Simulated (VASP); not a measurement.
A run of VASP 6.6.1 is set up as follows.

File INCAR:

```
SYSTEM = V
PREC = Accurate
ENCUT = 520
EDIFF = 1E-7
ISMEAR = -1
SIGMA = 0.06122561905347299
LREAL = .FALSE.
LASPH = .TRUE.
NELM = 100
ALGO = Normal
ISIF = 2
LWAVE = .FALSE.
LCHARG = .FALSE.
GGA = PE
NBANDS = 12
```

Contents of KPOINTS:

```
regular mesh
0
G
  22 22 22
  0 0 0
```

Contents of POSCAR:

```
V
1.0
    2.4652069957      0.0000000000      0.0000000000
    0.0000000000      2.4652069957      0.0000000000
    0.0000000000      0.0000000000      2.4652069957
V
1
Direct
    0.0000000000      0.0000000000      0.0000000000
```

Potentials or basis: VASP PAW PBE potentials, release 64 (V_sv).

Launch:

```bash
$ cat potpaw_PBE.64/V_sv/POTCAR > POTCAR
$ mpirun -np 1 vasp_std > vasp.out
```

Q: Predict the band gap on the k mesh.

A: Zero (an odd number of electrons rules out a gap without spin polarisation).

Q: Estimate the pressure.

A: -2.5 GPa.
